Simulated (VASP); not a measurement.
Fe: single point with revPBE

Crystal: Fe.

```
CELL_PARAMETERS angstrom
2.22014 0.00000 0.00000
0.00000 2.22014 0.00000
0.00000 0.00000 2.22014
ATOMIC_POSITIONS crystal
Fe 0.00000 0.00000 0.00000
```

This cell differs from its parent crystal: volume scaled by 0.92.

```json
{
 "Program": "VASP 6.6.1",
 "Task": "single point",
 "Functional": "revPBE",
 "Potentials or basis": "VASP PAW PBE potentials, release 64 (Fe_sv)",
 "Cutoff": "600 eV",
 "k mesh": "15 × 15 × 15",
 "Occupations": "fermi-dirac, width 0.1 eV",
 "Spin": "no spin polarisation"
}
```

```
Pressure               : 15.8 GPa
Band gap on the k mesh : zero (band 8 reaches 15.33 eV, above the bottom of band 9 at 12.36 eV)
```

Levels at points of the mesh, in eV from the Fermi level:
```
           k point  band 6  band 7  band 8  band 9  band 10  band 11
(0.00, 0.00, 0.00)   -4.15   -4.15    1.08    1.08     1.08    21.29
```

Run time: 17 s on 1 thread of Intel(R) Xeon(R) Platinum 8375C CPU @ 2.90GHz (Ice Lake), on a shared host, peak memory 0.13 GiB.

Caveat: the PAW data sets were made with another functional, which shifts forces and pressure a little; the run has no spin polarisation, though such a crystal can be magnetic. Spin polarisation is off, so any magnetic state and its effect on volume and gap are missing.
